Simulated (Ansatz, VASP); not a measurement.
BaTiO3 in VASP and in Ansatz

```
CELL_PARAMETERS angstrom
3.98550 0.00000 0.00000
0.00000 2.83690 2.84515
0.00000 -2.83690 2.84515
ATOMIC_POSITIONS crystal
Ba 0.00000 0.00000 0.00000
Ti 0.50000 0.51240 0.51240
O 0.00000 0.48740 0.48740
O 0.50000 0.50524 0.99184
O 0.50000 0.99184 0.50524
```

Alike in both runs: task single point; functional PBEsol; k mesh 4 × 4 × 4; no spin polarisation; Hubbard terms Ti d U = 6.0 eV.

```csv
,VASP,Ansatz
version,VASP 6.6.1,Ansatz 0.2.0
potentials or method,"VASP PAW PBE potentials, release 64 (Ba_sv, Ti_sv, O)","plane waves, PAW"
plane-wave cutoff (eV),520,420
occupations,"gaussian, width 0.01 eV",fixed
valence electrons in the cell,40,40
```

|  | VASP | Ansatz | Ansatz less VASP |
| --- | --- | --- | --- |
| gap on the k mesh at the Fermi level (eV) | 2.51 | 2.57 | +0.065 |

VASP's potentials were made for PBE, not for PBEsol. The programs project onto different local orbitals, so the same U acts differently, and such runs can settle in different states.

Neither program's run includes spin-orbit coupling.
